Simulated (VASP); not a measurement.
# Ti3Al5 (Pmmm) in VASP: single point with PBEsol

Aim: the single point of Ti3Al5 with PBEsol.

Everything below comes from runs of VASP 6.6.1. Logs are shortened: lines on timing, memory, paths and dates and some standing lists are left out, and cuts for length are marked.

## 1. The cell of the first run

The structure is orthorhombic, space group Pmmm (No. 47). The conventional cell has a = 3.885 Å, b = 4.002 Å, c = 8.415 Å, α = 90.00°, β = 90.00°, γ = 90.00°. Ti (site symmetry mm2) has 10 Al at 2.77 to 2.99 Å and 2 Ti at 2.96 Å within 3.7 Å. Ti (site symmetry mmm) has 8 Al at 2.79 to 2.85 Å and 4 Ti at 2.96 Å within 3.7 Å. Within 3.7 Å of Al (site symmetry mmm) lie 8 Ti at 2.79 to 2.99 Å and 4 Al at 2.81 Å. Within 3.7 Å of Al (site symmetry mmm) lie 8 Al at 2.79 to 2.92 Å and 4 Ti at 2.82 Å. Al (site symmetry mmm) has 4 Ti at 2.77 Å and 8 Al at 2.79 to 2.95 Å within 3.7 Å. Al (site symmetry mm2) has 6 Ti at 2.80 to 2.85 Å and 6 Al at 2.81 to 2.95 Å within 3.7 Å.

## 2. Single point, PBEsol (strain +0.0450 x Voigt [0, 0, 1, 0, 0, 0])

INCAR reads:

```
SYSTEM = Ti3Al5
ALGO     = All            ! electronic algorithm
EDIFF    = 1E-6           ! SCF threshold, eV
ENCUT    = 550            ! plane-wave cutoff, eV
GGA      = PS             ! functional
GGA_COMPAT= .False.      
ISEARCH  = 1            
ISIF     = 2              ! what is computed and relaxed
ISMEAR   = 0              ! smearing method
KPAR     = 4            
LASPH    = .True.         ! aspherical terms in the spheres
LCHARG   = .False.        ! write CHGCAR
LREAL    = .False.        ! projectors in reciprocal space
LWAVE    = .False.        ! write WAVECAR
NBANDS   = 36             ! bands
NELM     = 300            ! most SCF steps
PREC     = Accurate       ! precision mode
SIGMA    = 0.15           ! smearing width, eV
```

KPOINTS reads:

```
k-points
0
Gamma
  10 10 6
  0 0 0
```

POSCAR reads:

```
Ti3Al5
1.0
    3.8854354518      0.0000000000      0.0000000000
    0.0000000000      4.0017892621      0.0000000000
    0.0000000000      0.0000000000      8.4147968991
Ti Al
3 5
Direct
    0.0000000000      0.5000000000      0.2646132917
    0.0000000000      0.5000000000      0.7353867083
    0.5000000000      0.5000000000      0.0000000000
    0.0000000000      0.0000000000      0.0000000000
    0.0000000000      0.0000000000      0.5000000000
    0.5000000000      0.5000000000      0.5000000000
    0.5000000000      0.0000000000      0.2417027397
    0.5000000000      0.0000000000      0.7582972603
```

Potentials or basis: VASP PAW PBE potentials, release 64 (Ti_sv, Al).

The run is started by

```
cat potpaw_PBE.64/Ti_sv/POTCAR potpaw_PBE.64/Al/POTCAR > POTCAR
mpirun -np 4 vasp_std > vasp.out
```

OUTCAR:

```text
SYSTEM = Ti3Al5
   EDIFF = 1E-6
   ENCUT = 550
   GGA = PS
   ISIF = 2
   ISMEAR = 0
   LASPH = .True.
   LREAL = .False.
   NELM = 300
   PREC = Accurate

 ion  position               nearest neighbor table
   1  0.000  0.500  0.265-   6 2.77   6 2.77   7 2.80   7 2.80   7 2.80   7 2.80   5 2.82   5 2.82
                             4 2.99   4 2.99
   2  0.000  0.500  0.735-   6 2.77   6 2.77   8 2.80   8 2.80   8 2.80   8 2.80   5 2.82   5 2.82
                             4 2.99   4 2.99
   3  0.500  0.500  0.000-   4 2.79   4 2.79   4 2.79   4 2.79   7 2.85   8 2.85   8 2.85   7 2.85

   4  0.000  0.000  0.000-   3 2.79   3 2.79   3 2.79   3 2.79   8 2.81   7 2.81   8 2.81   7 2.81
                             1 2.99   1 2.99   2 2.99   2 2.99
   5  0.000  0.000  0.500-   6 2.79   6 2.79   6 2.79   6 2.79   2 2.82   2 2.82   1 2.82   1 2.82
                             8 2.92   7 2.92   8 2.92   7 2.92
   6  0.500  0.500  0.500-   1 2.77   2 2.77   1 2.77   2 2.77   5 2.79   5 2.79   5 2.79   5 2.79
                             8 2.95   7 2.95   7 2.95   8 2.95
   7  0.500  0.000  0.242-   1 2.80   1 2.80   1 2.80   1 2.80   4 2.81   4 2.81   3 2.85   3 2.85
                             5 2.92   5 2.92   6 2.95   6 2.95
   8  0.500  0.000  0.758-   2 2.80   2 2.80   2 2.80   2 2.80   4 2.81   4 2.81   3 2.85   3 2.85
                             5 2.92   5 2.92   6 2.95   6 2.95

  LATTYP: Found a simple orthorhombic cell.
 ALAT       =     3.8854354518
 B/A-ratio  =     1.0299461442
 C/A-ratio  =     2.1657281413

  Lattice vectors:

 A1 = (   3.8854354518,   0.0000000000,   0.0000000000)
 A2 = (   0.0000000000,   4.0017892621,   0.0000000000)
 A3 = (   0.0000000000,   0.0000000000,   8.4147968991)

Analysis of symmetry for initial positions (statically):
=====================================================================
 Subroutine PRICEL returns:
 Original cell was already a primitive cell.

 Routine SETGRP: Setting up the symmetry group for a
 simple orthorhombic supercell.

 Subroutine GETGRP returns: Found  8 space group operations
 (whereof  8 operations were pure point group operations)
 out of a pool of  8 trial point group operations.

The static configuration has the point symmetry D_2h.

Analysis of symmetry for dynamics (positions and initial velocities):
=====================================================================
 Subroutine PRICEL returns:
 Original cell was already a primitive cell.

 Routine SETGRP: Setting up the symmetry group for a
 simple orthorhombic supercell.

 Subroutine GETGRP returns: Found  8 space group operations
 (whereof  8 operations were pure point group operations)
 out of a pool of  8 trial point group operations.

The dynamic configuration has the point symmetry D_2h.

 Subroutine INISYM returns: Found  8 space group operations
 (whereof  8 operations are pure point group operations),
 and found     1 'primitive' translations

----------------------------------------------------------------------------------------

                                     Primitive cell

  volume of cell :     130.8391

  direct lattice vectors                    reciprocal lattice vectors
     3.885435452  0.000000000  0.000000000     0.257371410  0.000000000  0.000000000
     0.000000000  4.001789262  0.000000000     0.000000000  0.249888221  0.000000000
     0.000000000  0.000000000  8.414796899     0.000000000  0.000000000  0.118838281

  length of vectors
     3.885435452  4.001789262  8.414796899     0.257371410  0.249888221  0.118838281

  position of ions in fractional coordinates (direct lattice)
     0.000000000  0.500000000  0.264613292
     0.000000000  0.500000000  0.735386708
     0.500000000  0.500000000  0.000000000
     0.000000000  0.000000000  0.000000000
     0.000000000  0.000000000  0.500000000
     0.500000000  0.500000000  0.500000000
     0.500000000  0.000000000  0.241702740
     0.500000000  0.000000000  0.758297260

  ion indices of the primitive-cell ions
   primitive index   ion index
                 1           1
                 2           2
                 3           3
                 4           4
                 5           5
                 6           6
                 7           7
                 8           8

----------------------------------------------------------------------------------------

 KPOINTS: k-points

Automatic generation of k-mesh.
 Grid dimensions read from file:
 generate k-points for:   10   10    6

 Generating k-lattice:

  Cartesian coordinates                     Fractional coordinates (reciprocal lattice)
     0.025737141  0.000000000  0.000000000     0.100000000  0.000000000  0.000000000
     0.000000000  0.024988822  0.000000000     0.000000000  0.100000000  0.000000000
     0.000000000  0.000000000  0.019806380     0.000000000  0.000000000  0.166666667

  Length of vectors
     0.025737141  0.024988822  0.019806380

  Shift w.r.t. Gamma in fractional coordinates (k-lattice)
     0.000000000  0.000000000  0.000000000

 Subroutine IBZKPT returns following result:
 ===========================================

 Found    144 irreducible k-points:

 Following reciprocal coordinates:
            Coordinates               Weight
  0.000000  0.000000  0.000000      1.000000
  0.100000  0.000000  0.000000      2.000000
  0.200000  0.000000  0.000000      2.000000
  0.300000  0.000000  0.000000      2.000000
  0.400000  0.000000  0.000000      2.000000
  0.500000  0.000000  0.000000      1.000000
[... 16 lines left out ...]
  0.400000  0.300000  0.000000      4.000000
  0.500000  0.300000  0.000000      2.000000
 [... further k-points ...]
   k-points           NKPTS =    144   k-points in BZ     NKDIM =    144   number of bands    NBANDS=     36
   number of dos      NEDOS =    301   number of ions     NIONS =      8
   total plane-waves  NPLWV =  61440
   dimension x,y,z NGX =    30 NGY =   32 NGZ =   64
   dimension x,y,z NGXF=    60 NGYF=   64 NGZF=  128
   ions per type =               3   5
   NGX,Y,Z   is equivalent  to a cutoff of  12.84, 13.29, 12.64 a.u.
   NGXF,Y,Z  is equivalent  to a cutoff of  25.67, 26.59, 25.29 a.u.
 SYSTEM =  Ti3Al5
   PREC   = accura    normal or accurate (medium, high low for compatibility)
   ISTART =      0    job   : 0-new  1-cont  2-samecut
   ICHARG =      2    charge: 1-file 2-atom 10-const
   ISPIN  =      1    spin polarized calculation?
   LNONCOLLINEAR =      F non collinear calculations
   LSORBIT =      F    spin-orbit coupling
   LASPH  =      T    aspherical Exc in radial PAW
   ENCUT  =  550.0 eV  40.42 Ry    6.36 a.u.   7.43  7.65 16.09*2*pi/ulx,y,z
   NELM   =    300;   NELMIN=  2; NELMDL= -5     # of ELM steps
   EDIFF  = 0.1E-05   stopping-criterion for ELM
   LREAL  =      F    real-space projection
   EDIFFG = 0.1E-04   stopping-criterion for IOM
   NSW    =      0    number of steps for IOM
   IBRION =     -1    ionic relax: 0-MD 1-quasi-New 2-CG
   NFREE  =      0    steps in history (QN), initial steepest desc. (CG)
   ISIF   =      2    stress and relaxation
   ISYM   =      2    0-nonsym 1-usesym 2-fastsym
   POTIM  = 0.5000    time-step for ionic-motion
   TEBEG  =    0.0;   TEEND  =   0.0 temperature during run
   PSTRESS=    0.0 pullay stress
   NELECT =      51.0000    total number of electrons
   NUPDOWN=      -1.0000    fix difference up-down
   EMIN   =  10.00;   EMAX   =-10.00  energy-range for DOS
   EFERMI =   0.00;   METHOD = LEGACY
   ISMEAR =     0;   SIGMA  =   0.15  broadening in eV -4-tet -1-fermi 0-gaus
   EFERMI_NEDOS =   21; number of points for ismear=-14 and -15
   IALGO  =     58    algorithm
   IMIX   =      4    mixing-type and parameters
     AMIX     =   0.40;   BMIX     =  1.00
     AMIX_MAG =   1.60;   BMIX_MAG =  1.00
  volume/ion in A,a.u.               =      16.35       110.37
  Fermi-wavevector in a.u.,A,eV,Ry     =   1.195875  2.259876 19.457916  1.430116
  Thomas-Fermi vector in A             =   2.331829
   LORBIT       =      0    0 simple, 1 ext, 2 COOP (PROOUT), +10 PAW based schemes
   GGA     = PS    functional components
   LHFCALC =     F    Hartree Fock is set to
   AEXX    =    0.0000 exact exchange contribution
   IVDW    =     0    specifies the selected vdW correction
   LEPSILON=     F    determine dielectric tensor
   LRPA    =     F    only Hartree local field effects (RPA)
 non-spin polarized calculation
 Gauss-broadening in eV      SIGMA  =   0.15
  energy-cutoff  :      550.00
  volume of cell :      130.84
 maximum number of plane-waves:      3868
 NGX is ok and might be reduce to    30
   NGX = 15   NGY = 15   NGZ = 33

 number of electron      50.9999993 magnetization

 Free energy of the ion-electron system (eV)
  ---------------------------------------------------
  ext. energy  EPLUGINS =         0.00000000
  ---------------------------------------------------
  free energy    TOTEN  =       -48.67834763 eV

  energy without entropy =      -48.61798055  energy(sigma->0) =      -48.64816409

 E-fermi :   8.1453     XC(G=0): -10.8991

 val. band max:        8.1445240499   @ k =   0.1000   0.0000   0.1667
 cond. band min:       8.1573539063   @ k =   0.5000   0.0000   0.0000
 fundamental gap:      0.0128298564
 Fermi energy:         8.1453025165

 k-point     1 :       0.0000    0.0000    0.0000
  band No.  band energies     occupation
      1     -48.3719      2.00000
      2     -48.3677      2.00000
      3     -48.2155      2.00000
      4     -24.8245      2.00000
      5     -24.8181      2.00000
      6     -24.7717      2.00000
[... 28 lines left out ...]
     35      11.6739      0.00000
     36      11.7654      0.00000

 k-point     2 :       0.1000    0.0000    0.0000
  band No.  band energies     occupation
      1     -48.3715      2.00000
      2     -48.3676      2.00000
      3     -48.2157      2.00000
      4     -24.8239      2.00000
      5     -24.8180      2.00000
      6     -24.7709      2.00000
[... 28 lines left out ...]
     35      11.2139      0.00000
     36      11.6137      0.00000
[... 817 lines left out ...]
     35      10.5933      0.00000
     36      10.9638      0.00000

 k-point    24 :       0.5000    0.3000    0.0000
  band No.  band energies     occupation
      1     -48.3667      2.00000
      2     -48.3663      2.00000
      3     -48.2179      2.00000
      4     -24.8276      2.00000
      5     -24.8264      2.00000
      6     -24.7948      2.00000
[... 28 lines left out ...]
     35      10.6863      0.00000
     36      10.7112      0.00000

 [... further k-points ...]

------------------------ aborting loop because EDIFF is reached ----------------------------------------

  FORCE on cell =-STRESS in cart. coord.  units (eV):
  Direction    XX          YY          ZZ          XY          YZ          ZX
  --------------------------------------------------------------------------------------
  -------------------------------------------------------------------------------------
  Total       -2.3096142     -2.0837177     -6.8433738     -0.0000000      0.0000000      0.0000000
  in kB      -28.2821539    -25.5159594    -83.7998603     -0.0000000      0.0000000      0.0000000
  external PRESSURE =     -45.8659912 kB  Pullay stress =       0.0000000 kB

 VOLUME and BASIS-vectors are now :
 -----------------------------------------------------------------------------
  energy-cutoff  :      550.00
  volume of cell :      130.84
      direct lattice vectors                 reciprocal lattice vectors
     3.885435452  0.000000000  0.000000000     0.257371410  0.000000000  0.000000000
     0.000000000  4.001789262  0.000000000     0.000000000  0.249888221  0.000000000
     0.000000000  0.000000000  8.414796899     0.000000000  0.000000000  0.118838281

 POSITION                                       TOTAL-FORCE (eV/Angst)
 -----------------------------------------------------------------------------------
      0.00000      2.00089      2.22667         0.000000      0.000000      0.097124
      0.00000      2.00089      6.18813        -0.000000      0.000000     -0.097124
      1.94272      2.00089      0.00000         0.000000      0.000000     -0.000000
      0.00000      0.00000      0.00000         0.000000      0.000000     -0.000000
      0.00000      0.00000      4.20740         0.000000      0.000000     -0.000000
      1.94272      2.00089      4.20740         0.000000      0.000000     -0.000000
      1.94272      0.00000      2.03388         0.000000      0.000000     -0.090732
      1.94272      0.00000      6.38092         0.000000      0.000000      0.090732
 -----------------------------------------------------------------------------------
    total drift:                                0.000000      0.000000      0.000000

  FREE ENERGIE OF THE ION-ELECTRON SYSTEM (eV)
  ---------------------------------------------------
  free  energy   TOTEN  =       -48.6783476326 eV

  energy  without entropy=      -48.6179803771  energy(sigma->0) =      -48.64816400
```

Wall time 2.2 min (4 MPI ranks of AMD EPYC 9R45 (Zen 5), shared host); peak memory 1.2 GiB.

What came out:

```yaml
Free_energy: -48.6783 eV
Pressure: -4.6 GPa
Largest_force: 0.097 eV/Å
Band_gap_on_the_k_mesh: zero (an odd number of electrons rules out a gap without spin polarisation)
```

Forces in eV/Å, atoms in the order of the input:
```
Ti   0.000  0.000  0.097
Ti   0.000  0.000 -0.097
Ti   0.000  0.000  0.000
Al   0.000  0.000  0.000
Al   0.000  0.000  0.000
Al   0.000  0.000  0.000
Al   0.000  0.000 -0.091
Al   0.000  0.000  0.091
```

Caveat: the cell differs from its parent crystal (strain +0.0450 x Voigt [0, 0, 1, 0, 0, 0]); the stress differs along the axes, from -8 to -3 GPa; the PAW data sets were made with another functional, which shifts forces and pressure a little.
